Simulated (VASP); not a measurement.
# ScAgC4N4 (Cmmm) in VASP: notebook, part 2 of 2

VASP 6.6.1.

### Step 3. Single point, PBE

This run uses another cell than the first one, of 25.38 Å³/atom.

INCAR

```
SYSTEM = ScAgC4N4
  ALGO = Normal
  EDIFF = 1E-6
  ENCUT = 520
  GGA = PE
  ISIF = 2
  ISMEAR = 0
  LASPH = .True.
  LCHARG = .False.
  LREAL = .False.
  LWAVE = .False.
  NBANDS = 40
  NELM = 80
  PREC = Accurate
  SIGMA = 0.1
```

KPOINTS

```
k-points
0
Gamma
  4 4 2
  0 0 0
```

POSCAR

```
ScAgC4N4
1.0
    4.1758688214     -3.8360322742      0.0000000000
    4.1758688214      3.8360322742      0.0000000000
    0.0000000000      0.0000000000      7.9235019621
Sc Ag C N
1 1 4 4
Direct
    0.0000000000      0.0000000000      0.0000000000
    0.5000000000      0.5000000000      0.5000000000
    0.8041424327      0.8041424327      0.8051411613
    0.1958575673      0.1958575673      0.1948588387
    0.8041424327      0.8041424327      0.1948588387
    0.1958575673      0.1958575673      0.8051411613
    0.6957181386      0.6957181386      0.7119025836
    0.3042818614      0.3042818614      0.2880974164
    0.6957181386      0.6957181386      0.2880974164
    0.3042818614      0.3042818614      0.7119025836
```

Potentials or basis: VASP PAW PBE potentials, release 64 (Sc_sv, Ag, C, N).

Launch:

```sh
$ cat potpaw_PBE.64/Sc_sv/POTCAR potpaw_PBE.64/Ag/POTCAR potpaw_PBE.64/C/POTCAR potpaw_PBE.64/N/POTCAR > POTCAR
$ mpirun -np 1 vasp_std > vasp.out
```

OUTCAR:

```text
SYSTEM = ScAgC4N4
   EDIFF = 1E-6
   ENCUT = 520
   GGA = PE
   ISIF = 2
   ISMEAR = 0
   LASPH = .True.
   LREAL = .False.
   NELM = 80
   PREC = Accurate

 ion  position               nearest neighbor table
   1  0.000  0.000  0.000-   3 2.25   4 2.25   5 2.25   6 2.25
   2  0.500  0.500  0.500-   7 2.34   8 2.34   9 2.34  10 2.34
   3  0.804  0.804  0.805-   7 1.17   1 2.25
   4  0.196  0.196  0.195-   8 1.17   1 2.25
   5  0.804  0.804  0.195-   9 1.17   1 2.25
   6  0.196  0.196  0.805-  10 1.17   1 2.25
   7  0.696  0.696  0.712-   3 1.17   2 2.34
   8  0.304  0.304  0.288-   4 1.17   2 2.34
   9  0.696  0.696  0.288-   5 1.17   2 2.34
  10  0.304  0.304  0.712-   6 1.17   2 2.34

  LATTYP: Found a base centered orthorhombic cell.
 ALAT       =     7.6720645484
 B/A-ratio  =     1.0885906382
 C/A-ratio  =     1.0327731098

  Lattice vectors:

 A1 = (  -4.1758688214,  -3.8360322742,   0.0000000000)
 A2 = (   4.1758688214,  -3.8360322742,   0.0000000000)
 A3 = (   0.0000000000,   0.0000000000,   7.9235019621)

[... 188 lines left out ...]
      1     -52.4642      2.00000
      2     -31.3948      2.00000
      3     -30.8512      2.00000
      4     -30.8463      2.00000
      5     -18.6396      2.00000
      6     -18.5799      2.00000
[... 591 lines left out ...]
     39       3.8397      0.00000
     40       4.0251      0.00000

------------------------ aborting loop because EDIFF is reached ----------------------------------------

  FORCE on cell =-STRESS in cart. coord.  units (eV):
  Direction    XX          YY          ZZ          XY          YZ          ZX
  --------------------------------------------------------------------------------------
  -------------------------------------------------------------------------------------
  Total        1.1257123     -0.1405888      0.5851017      0.0000000      0.0000000      0.0000000
  in kB        7.1049617     -0.8873297      3.6928844      0.0000000      0.0000000      0.0000000
  external PRESSURE =       3.3035055 kB  Pullay stress =       0.0000000 kB

 VOLUME and BASIS-vectors are now :
 -----------------------------------------------------------------------------
  energy-cutoff  :      520.00
  volume of cell :      253.85
      direct lattice vectors                 reciprocal lattice vectors
     4.175868821 -3.836032274  0.000000000     0.119735562 -0.130343012  0.000000000
     4.175868821  3.836032274  0.000000000     0.119735562  0.130343012  0.000000000
     0.000000000  0.000000000  7.923501962     0.000000000  0.000000000  0.126206822

 POSITION                                       TOTAL-FORCE (eV/Angst)
 -----------------------------------------------------------------------------------
      0.00000      0.00000      0.00000         0.000000      0.000000      0.000000
      4.17587      0.00000      3.96175         0.000000     -0.000000      0.000000
      6.71599      0.00000      6.37954         0.335670     -0.000000      0.262719
      1.63575      0.00000      1.54396        -0.335670     -0.000000     -0.262719
      6.71599      0.00000      1.54396         0.335670     -0.000000     -0.262719
      1.63575      0.00000      6.37954        -0.335670     -0.000000      0.262719
      5.81046      0.00000      5.64076        -0.338039     -0.000000     -0.278028
      2.54128      0.00000      2.28274         0.338039     -0.000000      0.278028
      5.81046      0.00000      2.28274        -0.338039     -0.000000      0.278028
      2.54128      0.00000      5.64076         0.338039     -0.000000     -0.278028
 -----------------------------------------------------------------------------------
    total drift:                                0.000000      0.000000     -0.000000

  FREE ENERGIE OF THE ION-ELECTRON SYSTEM (eV)
  ---------------------------------------------------
  free  energy   TOTEN  =       -74.9602981750 eV

  energy  without entropy=      -74.9600994740  energy(sigma->0) =      -74.96019882
```

Wall time 2.2 min (1 thread of Intel Xeon 6975P-C (Granite Rapids), shared host); peak memory 0.39 GiB.

Results:

```yaml
Free_energy: -74.9603 eV
Pressure: 0.3 GPa
Largest_force: 0.438 eV/Å
Band_gap_on_the_k_mesh: 0.40 eV
```

Forces in eV/Å, atoms in the order of the input:
```
Sc   0.000  0.000  0.000
Ag   0.000  0.000  0.000
C    0.336  0.000  0.263
C   -0.336  0.000 -0.263
C    0.336  0.000 -0.263
C   -0.336  0.000  0.263
N   -0.338  0.000 -0.278
N    0.338  0.000  0.278
N   -0.338  0.000  0.278
N    0.338  0.000 -0.278
```

Levels at points of the mesh, in eV from the valence-band top:
| k point | band 26 | band 27 | band 28 | band 29 | band 30 | band 31 | band 32 | band 33 |
| --- | --- | --- | --- | --- | --- | --- | --- | --- |
| (0.00, 0.00, 0.00) | -1.97 | -1.92 | -1.82 | -0.13 | 0.46 | 0.48 | 0.51 | 0.61 |
| (0.50, 0.00, 0.00) | -1.93 | -1.78 | -1.77 | -0.05 | 0.43 | 0.53 | 0.61 | 0.64 |
| (0.50, 0.50, 0.00) | -1.94 | -1.89 | -1.78 | -0.14 | 0.55 | 0.60 | 0.65 | 0.74 |
| (0.00, 0.00, 0.50) | -1.94 | -1.86 | -1.70 | 0.00 | 0.40 | 0.45 | 0.50 | 0.60 |
| (0.50, 0.00, 0.50) | -1.96 | -1.80 | -1.70 | -0.14 | 0.50 | 0.55 | 0.65 | 0.72 |
| (0.50, 0.50, 0.50) | -1.90 | -1.77 | -1.70 | -0.03 | 0.53 | 0.55 | 0.64 | 0.73 |

A k mesh can miss the band edges.

### Step 4. Relaxation of cell and atoms, PBE

INCAR

```
  PREC = Accurate
  ENCUT = 600
  EDIFF = 1E-7
  ISMEAR = 0
  SIGMA = 0.1
  LREAL = False
  LASPH = True
  NELM = 60
  ALGO = Normal
  ISIF = 3
  LWAVE = False
  LCHARG = False
  GGA = PE
  IBRION = 2
  NSW = 90
  EDIFFG = -0.04
```

KPOINTS

```
regular mesh
0
Gamma
  4 4 2
```

POSCAR

```
ScAgC4N4
1.0
    3.7561512200     -4.0311470800      0.0000000000
    3.7561512200      4.0311470800      0.0000000000
    0.0000000000      0.0000000000      7.5123024400
Sc Ag C N
1 1 4 4
Direct
    0.0000000000      0.0000000000      0.0000000000
    0.5000000000      0.5000000000      0.5000000000
    0.8096762000      0.8096762000      0.8096762000
    0.1903238000      0.1903238000      0.1903238000
    0.8096762000      0.8096762000      0.1903238000
    0.1903238000      0.1903238000      0.8096762000
    0.6995481900      0.6995481900      0.6995481900
    0.3004518100      0.3004518100      0.3004518100
    0.6995481900      0.6995481900      0.3004518100
    0.3004518100      0.3004518100      0.6995481900
```

Launch:

```sh
$ cat potpaw_PBE.64/Sc_sv/POTCAR potpaw_PBE.64/Ag/POTCAR potpaw_PBE.64/C/POTCAR potpaw_PBE.64/N/POTCAR > POTCAR
$ mpirun -np 1 vasp_std > vasp.out
```

Wall time 49 min (1 thread of Intel Xeon 6975P-C (Granite Rapids), shared host); peak memory 0.51 GiB.

Results (log left out):

```
Free energy                           : -74.9597 eV
Relaxed volume                        : 24.82 Å³/atom
Relaxed cell                          : a = 5.650 Å, b = 5.650 Å, c = 7.825 Å, α = 90.00°, β = 90.00°, γ = 83.49°
Space group after relaxing (to 0.1 Å) : Cmmm (No. 65)
Energy gained by relaxing             : 208.4 meV/atom
Ionic steps                           : 43
Pressure after relaxing               : 0.0 GPa
Largest force after relaxing          : 0.025 eV/Å
Band gap on the k mesh                : 0.42 eV
```

Forces on the atoms (eV/Å):
```
Sc   0.000  0.000  0.000
Ag   0.000  0.000  0.000
C   -0.017  0.000 -0.004
C    0.017  0.000  0.004
C   -0.017  0.000  0.004
C    0.017  0.000 -0.004
N   -0.008  0.000 -0.024
N    0.008  0.000  0.024
N   -0.008  0.000  0.024
N    0.008  0.000 -0.024
```

Step by step:
| step | energy change (eV) | largest force (eV/Å) | pressure (GPa) | volume (Å³) |
| --- | --- | --- | --- | --- |
| 1 | 0.0000 | 3.0468 | 10.71 | 227.50 |
| 3 | -1.4501 | 5.1137 | 7.37 | 250.77 |
| 5 | -2.0259 | 0.3177 | -0.01 | 264.10 |
| 7 | -2.0284 | 0.2002 | 0.10 | 264.05 |
| 9 | -2.0427 | 0.3165 | -0.05 | 266.01 |
| 11 | -2.0457 | 0.4549 | -0.15 | 267.44 |
| 13 | -2.0489 | 0.1503 | -0.54 | 267.94 |
| 15 | -2.0531 | 0.1047 | -0.42 | 267.44 |
| 17 | -2.0575 | 0.1387 | 0.10 | 265.20 |
| 19 | -2.0589 | 0.0747 | -0.13 | 265.76 |
| 21 | -2.0591 | 0.1589 | -0.18 | 265.55 |
| 23 | -2.0599 | 0.1659 | -0.15 | 265.14 |
| 25 | -2.0622 | 0.2009 | -0.05 | 263.50 |
| 27 | -2.0653 | 0.1447 | 0.33 | 260.75 |
| 29 | -2.0670 | 0.1432 | 0.28 | 260.62 |
| 31 | -2.0735 | 0.1959 | -0.19 | 259.36 |
| 33 | -2.0741 | 0.0796 | -0.36 | 259.12 |
| 35 | -2.0784 | 0.0336 | 0.10 | 255.39 |
| 37 | -2.0786 | 0.0766 | 0.02 | 255.12 |
| 39 | -2.0803 | 0.0629 | 0.01 | 253.91 |
| 41 | -2.0836 | 0.1355 | -0.15 | 248.45 |
| 43 | -2.0839 | 0.0248 | -0.04 | 248.18 |

Final structure:
```
CELL_PARAMETERS angstrom
4.21546 -3.76170 0.00000
4.21546 3.76170 0.00000
0.00000 0.00000 7.82530
ATOMIC_POSITIONS crystal
Sc 0.00000 0.00000 0.00000
Ag 0.50000 0.50000 0.50000
C 0.80520 0.80520 0.80395
C 0.19480 0.19480 0.19605
C 0.80520 0.80520 0.19605
C 0.19480 0.19480 0.80395
N 0.69418 0.69418 0.71370
N 0.30582 0.30582 0.28630
N 0.69418 0.69418 0.28630
N 0.30582 0.30582 0.71370
```

Levels at points of the mesh, in eV from the valence-band top:
```
           k point  band 27  band 28  band 29  band 30  band 31  band 32
(0.00, 0.00, 0.00)    -1.95    -1.83    -0.13     0.50     0.51     0.54
(0.50, 0.00, 0.00)    -1.80    -1.79    -0.06     0.46     0.56     0.62
(0.50, 0.50, 0.00)    -1.90    -1.80    -0.15     0.57     0.64     0.66
(0.00, 0.00, 0.50)    -1.88    -1.70     0.00     0.42     0.48     0.52
(0.50, 0.00, 0.50)    -1.82    -1.71    -0.16     0.54     0.58     0.69
(0.50, 0.50, 0.50)    -1.78    -1.71    -0.04     0.55     0.59     0.67
```

A k mesh can miss the band edges.

### Step 5. The runs side by side

| task | cell | cutoff (eV) | gap on the mesh (eV) | pressure (GPa) | largest force (eV/Å) |
| --- | --- | --- | --- | --- | --- |
| single point | a = 5.510, b = 5.510, c = 7.512 Å, angles 90.0, 90.0, 94.0°, 10 atoms, atomic positions A | 520 | 0.05 | 10.8 | 3.02 |
| single point | a = 5.670, b = 5.670, c = 7.924 Å, angles 90.0, 90.0, 85.1°, 10 atoms, atomic positions B | 520 | 0.40 | 0.3 | 0.44 |
| relaxation of cell and atoms | relaxed from a = 5.510, b = 5.510, c = 7.512 Å, angles 90.0, 90.0, 94.0°, 10 atoms, atomic positions A | 600 | 0.42 | 0.0 | 0.02 |

Alike in all rows: level PBE; potentials or basis VASP PAW PBE potentials, release 64 (Sc_sv, Ag, C, N); no spin polarisation; k mesh 4 × 4 × 2; smearing gaussian 0.1 eV.

Caveats: the stress differs along the axes, from -0 to 16 GPa (at least some runs); forces of over 1 eV/Å act on the atoms, so gaps and moduli don't describe the material at rest (at least some runs).

Total energies depend on the potentials used, so only differences within one code and one set of settings carry meaning.
